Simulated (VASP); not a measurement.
Set up this calculation in VASP 6.6.1, as the native input.

```yaml
Task: single point
Functional: PBE
Potentials_or_basis: VASP PAW PBE potentials, release 64 (Ge_d, Si)
Cutoff: 520 eV
k_mesh: 7 × 7 × 1
Occupations: gaussian, width 0.1 eV
Spin: no spin polarisation
Dipole_correction: yes
Further_INCAR_settings: ALGO = Normal; EDIFF = 1e-06; NBANDS = 38
```

The structure of SiGe4 lies in POSCAR:

```
SiGe4
1.0
    4.0740542171      0.0000000000      0.0000000000
    0.0000000000      4.0740542171      0.0000000000
    0.0000000000      0.0000000000     19.8557569412
Ge Si
4 1
Direct
    0.0000000000      0.5000000000      0.2014529092
    0.0000000000      0.0000000000      0.2739958843
    0.5000000000      0.0000000000      0.3493666172
    0.5000000000      0.5000000000      0.4208228861
    0.8750000000      0.8750000000      0.4608304285
```

One way to write it, as run:

INCAR

```
ALGO = Normal ; DIPOL = 0.5 0.5 0.341
EDIFF = 1E-6 ; ENCUT = 520
GGA = PE ; IDIPOL = 3
ISIF = 2 ; ISMEAR = 0
LASPH = T ; LCHARG = T
LDIPOL = T ; LELF = T
LREAL = F ; LVACPOTAV = T
LVHAR = T ; LWAVE = F
NBANDS = 38 ; NELM = 80
PREC = Accurate ; SIGMA = 0.1
```

KPOINTS

```
k-points
0
Gamma
  7 7 1
```

Potentials or basis: VASP PAW PBE potentials, release 64 (Ge_d, Si).

Command:

```console
$ cat potpaw_PBE.64/Ge_d/POTCAR potpaw_PBE.64/Si/POTCAR > POTCAR
$ mpirun -np 1 vasp_std > vasp.out
```

It gave:

```
Largest force          : 1.541 eV/Å
Band gap on the k mesh : zero (bands 30 and 31 overlap by 0.77 eV)
```

Run time: 11 min on 1 thread of AMD EPYC 7R13, with other jobs on the host, peak memory 0.48 GiB.
